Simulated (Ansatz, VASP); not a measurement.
Sb in VASP and in Ansatz

```
CELL_PARAMETERS angstrom
2.18790 1.26319 3.84317
-2.18790 1.26319 3.84317
0.00000 -2.52637 3.84317
ATOMIC_POSITIONS crystal
Sb 0.23268 0.23268 0.23268
Sb 0.76732 0.76732 0.76732
```

Alike in both runs: task single point; functional PBE; k mesh 9 × 9 × 9; occupations methfessel-paxton of order 1, width 1 eV; no spin polarisation.

|  | VASP | Ansatz |
| --- | --- | --- |
| version | VASP 6.6.1 | Ansatz 0.2.0 |
| potentials or method | VASP PAW PBE potentials, release 64 (Sb), cutoff 520 eV | plane waves (420 eV) with PAW, scalar-relativistic |
| valence electrons in the cell | 10 | 30 |

|  | VASP | Ansatz | Ansatz less VASP |
| --- | --- | --- | --- |
| pressure (GPa) | -0.2 | -0.2 | -0.05 |
| traceless stress, the component that is largest in VASP (GPa) | 0.21 | 0.24 | +0.028 |

With one functional, cell and mesh, what is left measures potentials, basis and numerics. VASP's potentials hold 10 valence electrons a cell and Ansatz's 30, so a difference there can come from the potentials and not from the codes.

Spin-orbit coupling is off throughout.
